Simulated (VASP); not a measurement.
# Tc3Mo (P-6m2) in VASP: single point with LDA

Aim: the single point of Tc3Mo with LDA.

All numbers are computed with VASP 6.6.1; they aren't measurements. Logs are shortened: lines on timing, memory, paths and dates and some standing lists are left out, and cuts for length are marked.

**1. The cell of the first run**

The structure is hexagonal, space group P-6m2 (No. 187). The conventional cell has a = 2.772 Å, b = 2.772 Å, c = 8.988 Å, α = 90.00°, β = 90.00°, γ = 120.00°. Tc (site symmetry -6m2) has 12 Tc at 2.71 to 2.77 Å within 3.6 Å. Tc (site symmetry 3m) has 9 Tc at 2.71 to 2.77 Å and 3 Mo at 2.81 Å within 3.6 Å. Within 3.7 Å of Mo (site symmetry -6m2) lie 6 Mo at 2.77 Å and 6 Tc at 2.81 Å.

**2. Single point, LDA**

Contents of INCAR:

```
PREC = Accurate
ENCUT = 520
EDIFF = 1E-7
ISMEAR = -1
SIGMA = 0.05
LREAL = False
LASPH = True
NELM = 100
ALGO = Normal
ISIF = 2
LWAVE = False
LCHARG = False
GGA = CA
NBANDS = 34
```

Contents of KPOINTS:

```
Automatic mesh
0
Gamma
  7 7 2
```

Contents of POSCAR:

```
Tc3Mo
1.0
    2.7719460000      0.0000000000      0.0000000000
   -1.3859730000      2.4005760000      0.0000000000
    0.0000000000      0.0000000000      8.9880200000
Tc Mo
3 1
Direct
    0.0000000000      0.0000000000      0.0000000000
    0.3333333333      0.6666666667      0.7572770000
    0.3333333333      0.6666666667      0.2427230000
    0.0000000000      0.0000000000      0.5000000000
```

Potentials or basis: VASP PAW LDA potentials, release 64 (Tc_pv, Mo_sv).

Command:

```sh
> cat potpaw_LDA.64/Tc_pv/POTCAR potpaw_LDA.64/Mo_sv/POTCAR > POTCAR
> mpirun -np 1 vasp_std > vasp.out
```

OUTCAR:

```text
PREC = Accurate
   ENCUT = 520
   EDIFF = 1E-7
   ISMEAR = -1
   LREAL = False
   LASPH = True
   NELM = 100
   ISIF = 2
   GGA = CA

 ion  position               nearest neighbor table
   1  0.000  0.000  0.000-   2 2.71   3 2.71   2 2.71   3 2.71   2 2.71   3 2.71
   2  0.333  0.667  0.757-   1 2.71   1 2.71   1 2.71   4 2.81   4 2.81   4 2.81
   3  0.333  0.667  0.243-   1 2.71   1 2.71   1 2.71   4 2.81   4 2.81   4 2.81
   4  0.000  0.000  0.500-   2 2.81   3 2.81   2 2.81   3 2.81   2 2.81   3 2.81

  LATTYP: Found a hexagonal cell.
 ALAT       =     2.7719460000
 C/A-ratio  =     3.2424946229

  Lattice vectors:

 A1 = (   2.7719460000,   0.0000000000,   0.0000000000)
 A2 = (  -1.3859730000,   2.4005760000,   0.0000000000)
 A3 = (   0.0000000000,   0.0000000000,   8.9880200000)

Analysis of symmetry for initial positions (statically):
=====================================================================
 Subroutine PRICEL returns:
 Original cell was already a primitive cell.

 Routine SETGRP: Setting up the symmetry group for a
 hexagonal supercell.

 Subroutine GETGRP returns: Found 12 space group operations
 (whereof 12 operations were pure point group operations)
 out of a pool of 24 trial point group operations.

The static configuration has the point symmetry D_3h.

Analysis of symmetry for dynamics (positions and initial velocities):
=====================================================================
 Subroutine PRICEL returns:
 Original cell was already a primitive cell.

 Routine SETGRP: Setting up the symmetry group for a
 hexagonal supercell.

 Subroutine GETGRP returns: Found 12 space group operations
 (whereof 12 operations were pure point group operations)
 out of a pool of 24 trial point group operations.

The dynamic configuration has the point symmetry D_3h.

 Subroutine INISYM returns: Found 12 space group operations
 (whereof 12 operations are pure point group operations),
 and found     1 'primitive' translations

----------------------------------------------------------------------------------------

                                     Primitive cell

  volume of cell :      59.8087

  direct lattice vectors                    reciprocal lattice vectors
     2.771946000  0.000000000  0.000000000     0.360757388  0.208283345  0.000000000
    -1.385973000  2.400576000  0.000000000     0.000000000  0.416566691  0.000000000
     0.000000000  0.000000000  8.988020000     0.000000000  0.000000000  0.111259209

  length of vectors
     2.771946000  2.771946300  8.988020000     0.416566736  0.416566691  0.111259209

  position of ions in fractional coordinates (direct lattice)
     0.000000000  0.000000000  0.000000000
     0.333333333  0.666666667  0.757277000
     0.333333333  0.666666667  0.242723000
     0.000000000  0.000000000  0.500000000

  ion indices of the primitive-cell ions
   primitive index   ion index
                 1           1
                 2           2
                 3           3
                 4           4

----------------------------------------------------------------------------------------

 KPOINTS: Automatic mesh

Automatic generation of k-mesh.
 Grid dimensions read from file:
 generate k-points for:    7    7    2

 Generating k-lattice:

  Cartesian coordinates                     Fractional coordinates (reciprocal lattice)
     0.051536770  0.029754764  0.000000000     0.142857143  0.000000000  0.000000000
     0.000000000  0.059509527  0.000000000     0.000000000  0.142857143  0.000000000
     0.000000000  0.000000000  0.055629605     0.000000000  0.000000000  0.500000000

  Length of vectors
     0.059509534  0.059509527  0.055629605

  Shift w.r.t. Gamma in fractional coordinates (k-lattice)
     0.000000000  0.000000000  0.000000000

 Subroutine IBZKPT returns following result:
 ===========================================

 Found     16 irreducible k-points:

 Following reciprocal coordinates:
            Coordinates               Weight
  0.000000  0.000000  0.000000      1.000000
  0.142857  0.000000  0.000000      6.000000
  0.285714  0.000000  0.000000      6.000000
  0.428571 -0.000000  0.000000      6.000000
  0.142857  0.142857  0.000000      6.000000
  0.285714  0.142857  0.000000     12.000000
[... 8 lines left out ...]
  0.428571  0.142857  0.500000      6.000000
  0.285714  0.285714  0.500000      6.000000
   k-points           NKPTS =     16   k-points in BZ     NKDIM =     16   number of bands    NBANDS=     34
   number of dos      NEDOS =    301   number of ions     NIONS =      4
   total plane-waves  NPLWV =  40320
   dimension x,y,z NGX =    24 NGY =   24 NGZ =   70
   dimension x,y,z NGXF=    48 NGYF=   48 NGZF=  140
   ions per type =               3   1
   NGX,Y,Z   is equivalent  to a cutoff of  14.39, 14.39, 12.95 a.u.
   NGXF,Y,Z  is equivalent  to a cutoff of  28.79, 28.79, 25.89 a.u.
 SYSTEM =  unknown system
   PREC   = accura    normal or accurate (medium, high low for compatibility)
   ISTART =      0    job   : 0-new  1-cont  2-samecut
   ICHARG =      2    charge: 1-file 2-atom 10-const
   ISPIN  =      1    spin polarized calculation?
   LNONCOLLINEAR =      F non collinear calculations
   LSORBIT =      F    spin-orbit coupling
   LASPH  =      T    aspherical Exc in radial PAW
   ENCUT  =  520.0 eV  38.22 Ry    6.18 a.u.   5.15  5.15 16.71*2*pi/ulx,y,z
   NELM   =    100;   NELMIN=  2; NELMDL= -5     # of ELM steps
   EDIFF  = 0.1E-06   stopping-criterion for ELM
   LREAL  =      F    real-space projection
   EDIFFG = 0.1E-05   stopping-criterion for IOM
   NSW    =      0    number of steps for IOM
   IBRION =     -1    ionic relax: 0-MD 1-quasi-New 2-CG
   NFREE  =      0    steps in history (QN), initial steepest desc. (CG)
   ISIF   =      2    stress and relaxation
   ISYM   =      2    0-nonsym 1-usesym 2-fastsym
   POTIM  = 0.5000    time-step for ionic-motion
   TEBEG  =    0.0;   TEEND  =   0.0 temperature during run
   PSTRESS=    0.0 pullay stress
   NELECT =      53.0000    total number of electrons
   NUPDOWN=      -1.0000    fix difference up-down
   EMIN   =  10.00;   EMAX   =-10.00  energy-range for DOS
   EFERMI =   0.00;   METHOD = LEGACY
   ISMEAR =    -1;   SIGMA  =   0.05  broadening in eV -4-tet -1-fermi 0-gaus
   EFERMI_NEDOS =   21; number of points for ismear=-14 and -15
   IALGO  =     38    algorithm
   IMIX   =      4    mixing-type and parameters
     AMIX     =   0.40;   BMIX     =  1.00
     AMIX_MAG =   1.60;   BMIX_MAG =  1.00
  volume/ion in A,a.u.               =      14.95       100.90
  Fermi-wavevector in a.u.,A,eV,Ry     =   1.572457  2.971512 33.642040  2.472620
  Thomas-Fermi vector in A             =   2.673888
   LORBIT       =      0    0 simple, 1 ext, 2 COOP (PROOUT), +10 PAW based schemes
   GGA     = CA    functional components
   LHFCALC =     F    Hartree Fock is set to
   AEXX    =    0.0000 exact exchange contribution
   IVDW    =     0    specifies the selected vdW correction
   LEPSILON=     F    determine dielectric tensor
   LRPA    =     F    only Hartree local field effects (RPA)
 non-spin polarized calculation
  energy-cutoff  :      520.00
  volume of cell :       59.81
 maximum number of plane-waves:      1637
 NGX is ok and might be reduce to    24
   NGX = 11   NGY = 11   NGZ = 33

 number of electron      52.9999993 magnetization

 Free energy of the ion-electron system (eV)
  ---------------------------------------------------
  ext. energy  EPLUGINS =         0.00000000
  ---------------------------------------------------
  free energy    TOTEN  =       -46.75401229 eV

  energy without entropy =      -46.71763279  energy(sigma->0) =      -46.73582254

 E-fermi :  11.9923     XC(G=0): -13.7888

 val. band max:       11.9519366860   @ k =   0.2857   0.0000   0.0000
 cond. band min:      12.0138300574   @ k =   0.4286   0.1429   0.5000
 fundamental gap:      0.0618933714
 Fermi energy:        11.9923152291

 k-point     1 :       0.0000    0.0000    0.0000
  band No.  band energies     occupation
      1     -48.3496      2.00000
      2     -27.0302      2.00000
      3     -26.5291      2.00000
      4     -26.1254      2.00000
      5     -26.1254      2.00000
      6     -26.0887      2.00000
[... 26 lines left out ...]
     33      13.8777      0.00000
     34      14.1894      0.00000

 k-point     2 :       0.1429    0.0000    0.0000
  band No.  band energies     occupation
      1     -48.3136      2.00000
      2     -26.9731      2.00000
      3     -26.5521      2.00000
      4     -26.2749      2.00000
      5     -26.2692      2.00000
      6     -26.1750      2.00000
[... 26 lines left out ...]
     33      14.1259      0.00000
     34      14.2703      0.00000

 k-point     3 :       0.2857    0.0000    0.0000
  band No.  band energies     occupation
      1     -48.2317      2.00000
      2     -26.8812      2.00000
      3     -26.7531      2.00000
      4     -26.5791      2.00000
      5     -26.5636      2.00000
      6     -26.2806      2.00000
[... 26 lines left out ...]
     33      14.4899      0.00000
     34      15.1401      0.00000

 k-point     4 :       0.4286   -0.0000    0.0000
  band No.  band energies     occupation
      1     -48.1651      2.00000
      2     -27.0092      2.00000
      3     -27.0067      2.00000
      4     -26.8359      2.00000
      5     -26.5350      2.00000
      6     -26.3615      2.00000
[... 26 lines left out ...]
     33      16.0022      0.00000
     34      16.0195      0.00000

 k-point     5 :       0.1429    0.1429    0.0000
  band No.  band energies     occupation
      1     -48.2546      2.00000
      2     -26.8895      2.00000
      3     -26.6558      2.00000
      4     -26.4848      2.00000
      5     -26.4811      2.00000
      6     -26.3174      2.00000
[... 325 lines left out ...]
 k-point    14 :       0.2857    0.1429    0.5000
  band No.  band energies     occupation
      1     -48.1801      2.00000
      2     -26.9078      2.00000
      3     -26.8770      2.00000
      4     -26.7398      2.00000
      5     -26.5550      2.00000
      6     -26.4245      2.00000
[... 26 lines left out ...]
     33      15.1734      0.00000
     34      15.9057      0.00000

 k-point    15 :       0.4286    0.1429    0.5000
  band No.  band energies     occupation
      1     -48.1465      2.00000
      2     -26.9959      2.00000
      3     -26.9851      2.00000
      4     -26.8322      2.00000
      5     -26.4968      2.00000
      6     -26.4916      2.00000
[... 26 lines left out ...]
     33      15.5837      0.00000
     34      17.5697      0.00000

 k-point    16 :       0.2857    0.2857    0.5000
  band No.  band energies     occupation
      1     -48.1383      2.00000
      2     -26.8864      2.00000
      3     -26.8741      2.00000
      4     -26.7864      2.00000
      5     -26.6147      2.00000
      6     -26.5897      2.00000
[... 26 lines left out ...]
     33      15.4677      0.00000
     34      18.6859      0.00000

------------------------ aborting loop because EDIFF is reached ----------------------------------------

  FORCE on cell =-STRESS in cart. coord.  units (eV):
  Direction    XX          YY          ZZ          XY          YZ          ZX
  --------------------------------------------------------------------------------------
  -------------------------------------------------------------------------------------
  Total       -6.1393659     -6.1393677     -4.7686955      0.0000000     -0.0000000     -0.0000000
  in kB     -164.4636208   -164.4636682   -127.7455893      0.0000000     -0.0000000     -0.0000000
  external PRESSURE =    -152.2242928 kB  Pullay stress =       0.0000000 kB

 VOLUME and BASIS-vectors are now :
 -----------------------------------------------------------------------------
  energy-cutoff  :      520.00
  volume of cell :       59.81
      direct lattice vectors                 reciprocal lattice vectors
     2.771946000  0.000000000  0.000000000     0.360757388  0.208283345  0.000000000
    -1.385973000  2.400576000  0.000000000     0.000000000  0.416566691  0.000000000
     0.000000000  0.000000000  8.988020000     0.000000000  0.000000000  0.111259209

 POSITION                                       TOTAL-FORCE (eV/Angst)
 -----------------------------------------------------------------------------------
      0.00000      0.00000      0.00000        -0.000000     -0.000000      0.000000
     -0.00000      1.60038      6.80642        -0.000000      0.000000      0.197150
     -0.00000      1.60038      2.18160        -0.000000     -0.000000     -0.197150
      0.00000      0.00000      4.49401         0.000000      0.000000      0.000000
 -----------------------------------------------------------------------------------
    total drift:                                0.000000     -0.000000     -0.000000

  FREE ENERGIE OF THE ION-ELECTRON SYSTEM (eV)
  ---------------------------------------------------
  free  energy   TOTEN  =       -46.7540122922 eV

  energy  without entropy=      -46.7176327864  energy(sigma->0) =      -46.73582254
```

Run time: 32 s. Hardware: 1 thread of Intel Xeon 6975P-C, shared host; peak memory 0.18 GiB.

Results:

```yaml
Free_energy: -46.7540 eV
Pressure: -15.2 GPa
Largest_force: 0.197 eV/Å
```

Forces on the atoms (eV/Å):
```
Tc   0.000  0.000  0.000
Tc   0.000  0.000  0.197
Tc   0.000  0.000 -0.197
Mo   0.000  0.000  0.000
```

Stress tensor (GPa, compression positive):
```
-16.45   0.00   0.00
  0.00 -16.45   0.00
  0.00   0.00 -12.77
```

Levels at points of the mesh, in eV from the Fermi level:
| k point | band 24 | band 25 | band 26 | band 27 | band 28 | band 29 | band 30 | band 31 |
| --- | --- | --- | --- | --- | --- | --- | --- | --- |
| (0.00, 0.00, 0.00) | -1.30 | -1.14 | -1.14 | -0.40 | -0.40 | 0.13 | 0.13 | 1.63 |
| (0.00, 0.00, 0.50) | -1.05 | -1.05 | -0.58 | -0.58 | -0.12 | 0.26 | 0.65 | 0.65 |

Caveat: the k points lie up to 0.37 Å⁻¹ apart.
